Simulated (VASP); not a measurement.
The system is Rb2Hg.

```xyz
3
Lattice="0.0000 4.4024 4.4024 4.4024 0.0000 4.4024 4.4024 4.4024 0.0000" Properties=species:S:1:pos:R:3 pbc="T T T"
Rb    2.2012    2.2012    2.2012
Rb    6.6036    6.6036    6.6036
Hg    4.4024    4.4024    4.4024
```

The cell was built from a structure type or drawn by symmetry, and may not be a known phase.

| Property | Result |
| --- | --- |
| Program | VASP 6.6.1 |
| Task | relaxation of cell and atoms |
| Functional | PBE |
| Potentials or basis | VASP PAW PBE potentials, release 64 (Rb_sv, Hg) |
| Cutoff | 600 eV |
| k mesh | 10 × 10 × 10 |
| Occupations | gaussian, width 0.1 eV |
| Spin | no spin polarisation |

At the start: pressure 0.3 GPa; volume 56.88 Å³/atom.

Where does the relaxation end?

Over 4 steps the energy falls by 2.6 meV/atom and the volume is 59.79 Å³/atom (+5.1 %); space group Fm-3m (No. 225, to 0.1 Å) before and after.

The path:
```
step  energy change (eV)  largest force (eV/Å)  pressure (GPa)  volume (Å³)
   1              0.0000                0.0000            0.28       170.64
   2             -0.0038                0.0000            0.20       173.15
   3             -0.0073                0.0000            0.06       177.42
   4             -0.0078                0.0000            0.01       179.37
```

Final structure:
```
CELL_PARAMETERS angstrom
0.00000 4.47621 4.47621
4.47621 0.00000 4.47621
4.47621 4.47621 0.00000
ATOMIC_POSITIONS crystal
Rb 0.25000 0.25000 0.25000
Rb 0.75000 0.75000 0.75000
Hg 0.50000 0.50000 0.50000
```
